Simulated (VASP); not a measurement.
Ta2TiSi3, 6 atoms in the cell. Symmetry: P6/mmm, No. 191, hexagonal system. The conventional cell has a = 5.681 Å, b = 5.681 Å, c = 3.292 Å, α = 90.00°, β = 90.00°, γ = 120.00°. Ti (site symmetry 6/mmm) has 6 Ta at 3.28 Å and 12 Si at 3.28 Å and 2 Ti at 3.29 Å within 4.3 Å. Ta (site symmetry -6m2) has 6 Si at 2.32 Å within 3.1 Å. Within 3.1 Å of Si (site symmetry mmm) lie 4 Ta at 2.32 Å and 4 Si at 2.84 Å. The cell was built from a structure type or drawn by symmetry, and may not be a known phase.

```yaml
Program: VASP 6.6.1
Task: relaxation of cell and atoms
Functional: PBE
Potentials_or_basis: VASP PAW PBE potentials, release 64 (Ti_sv, Ta_pv, Si)
Cutoff: 600 eV
k_mesh: 6 × 6 × 6
Occupations: gaussian, width 0.1 eV
Spin: no spin polarisation
Dipole_correction: no
Further_INCAR_settings: ALGO = Normal; EDIFF = 1e-06; IBRION = 2; EDIFFG = -0.04; NSW = 90; ISIF = 3
```

Potentials or basis: VASP PAW PBE potentials, release 64 (Ti_sv, Ta_pv, Si).

Command:

```bash
$ cat potpaw_PBE.64/Ti_sv/POTCAR potpaw_PBE.64/Ta_pv/POTCAR potpaw_PBE.64/Si/POTCAR > POTCAR
$ mpirun -np 1 vasp_std > vasp.out
```

Hardware: 1 thread of Intel(R) Xeon(R) 6975P-C (Granite Rapids), with other jobs on the host.

Q: How long does it take, and how much memory?

A: It took 7.7 min on 1 thread of Intel(R) Xeon(R) 6975P-C (Granite Rapids), on a shared host, peak memory 0.31 GiB. Counts: scf iterations 160, k points 28, ion steps 11.
